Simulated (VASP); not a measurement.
SiNi: single point with PBE

SiNi, a slab with vacuum:

```
CELL_PARAMETERS angstrom
3.25831 0.00000 0.00000
0.00000 4.70939 0.00000
0.00000 0.00000 24.16585
ATOMIC_POSITIONS crystal
Si 0.00000 0.84765 0.31341
Si 0.50000 0.15604 0.37199
Si 0.00000 0.84021 0.43715
Si 0.50000 0.15241 0.50000
Si 0.00000 0.84021 0.56285
Si 0.50000 0.15604 0.62801
Si 0.00000 0.84765 0.68659
Ni 0.00000 0.34855 0.31891
Ni 0.50000 0.65972 0.37562
Ni 0.00000 0.33667 0.43821
Ni 0.50000 0.65540 0.50000
Ni 0.00000 0.33667 0.56179
Ni 0.50000 0.65972 0.62438
Ni 0.00000 0.34855 0.68109
```

```json
{
  "Program": "VASP 6.6.1",
  "Task": "single point",
  "Functional": "PBE",
  "Potentials or basis": "VASP PAW PBE potentials, release 64 (Si, Ni)",
  "Cutoff": "520 eV",
  "k mesh": "11 × 8 × 1",
  "Occupations": "gaussian, width 0.1 eV",
  "Spin": "no spin polarisation",
  "Dipole correction": "yes",
  "Further INCAR settings": "ALGO = Normal; EDIFF = 1e-06; NBANDS = 62"
}
```

```yaml
Largest_force: 0.023 eV/Å
Band_gap_on_the_k_mesh: zero (bands 49 and 50 overlap by 2.22 eV)
```

Forces in eV/Å, atoms in the order of the input:
```
Si   0.000 -0.004  0.007
Si   0.000  0.005  0.002
Si   0.000  0.001  0.002
Si   0.000  0.006  0.000
Si   0.000  0.001 -0.002
Si   0.000  0.005 -0.002
Si   0.000 -0.004 -0.007
Ni   0.000  0.007 -0.021
Ni   0.000 -0.022  0.004
Ni   0.000  0.012 -0.002
Ni   0.000 -0.004  0.000
Ni   0.000  0.012  0.002
Ni   0.000 -0.022 -0.004
Ni   0.000  0.007  0.021
```

Levels at points of the mesh, in eV from the Fermi level:
| k point | band 46 | band 47 | band 48 | band 49 | band 50 | band 51 | band 52 | band 53 |
| --- | --- | --- | --- | --- | --- | --- | --- | --- |
| (0.00, 0.00, 0.00) | -1.35 | -1.32 | -1.02 | -0.23 | -0.02 | 0.73 | 0.99 | 1.90 |
| (0.00, 0.50, 0.00) | -0.77 | 0.38 | 0.46 | 1.70 | 2.04 | 2.16 | 2.31 | 2.79 |

Run time: 16 min on 1 thread of Intel Xeon 8259CL (shared host), peak memory 0.69 GiB.

Spin polarisation is off, so any magnetic state and its effect on volume and gap are missing.
